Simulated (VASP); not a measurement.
Write the native input for VASP 6.6.1 that does the following.

```
Task                   : single point
Functional             : PBE
Potentials or basis    : VASP PAW PBE potentials, release 64 (Ga_d, N)
Cutoff                 : 520 eV
k mesh                 : 10 × 10 × 6
Occupations            : fermi-dirac, width 0.01 eV
Spin                   : no spin polarisation
Dipole correction      : no
Further INCAR settings : ALGO = Normal; EDIFF = 1e-06; NBANDS = 26
```

The structure of GaN (GaN (P6_3mc)) lies in POSCAR:

```
GaN
1.0
    3.2186213468      0.0000000000      0.0000000000
   -1.6093106734      2.7874078515      0.0000000000
    0.0000000000      0.0000000000      5.2435339677
Ga N
2 2
Direct
    0.6666666667      0.3333333333      0.4991368635
    0.3333333333      0.6666666667      0.9991368635
    0.6666666667      0.3333333333      0.8758631365
    0.3333333333      0.6666666667      0.3758631365
```

One way to write it, as run:

INCAR

```
SYSTEM = GaN
  PREC = Accurate
  ENCUT = 520
  EDIFF = 1E-6
  ISMEAR = -1
  SIGMA = 0.01
  LREAL = .FALSE.
  LASPH = .TRUE.
  NELM = 60
  ALGO = Normal
  ISIF = 2
  LWAVE = .FALSE.
  LCHARG = .FALSE.
  GGA = PE
  NBANDS = 26
```

KPOINTS

```
regular mesh
0
G
  10 10 6
  0 0 0
```

Potentials or basis: VASP PAW PBE potentials, release 64 (Ga_d, N).

The run is started by

```bash
$ cat potpaw_PBE.64/Ga_d/POTCAR potpaw_PBE.64/N/POTCAR > POTCAR
$ mpirun -np 1 vasp_std > vasp.out
```

Results of the run:

```
Pressure               : 0.1 GPa
Band gap on the k mesh : 1.71 eV, direct
```

It took 45 s on 1 thread of Intel(R) Xeon(R) Platinum 8259CL CPU @ 2.50GHz (Skylake/Cascade Lake), with other jobs on the host, peak memory 0.19 GiB.
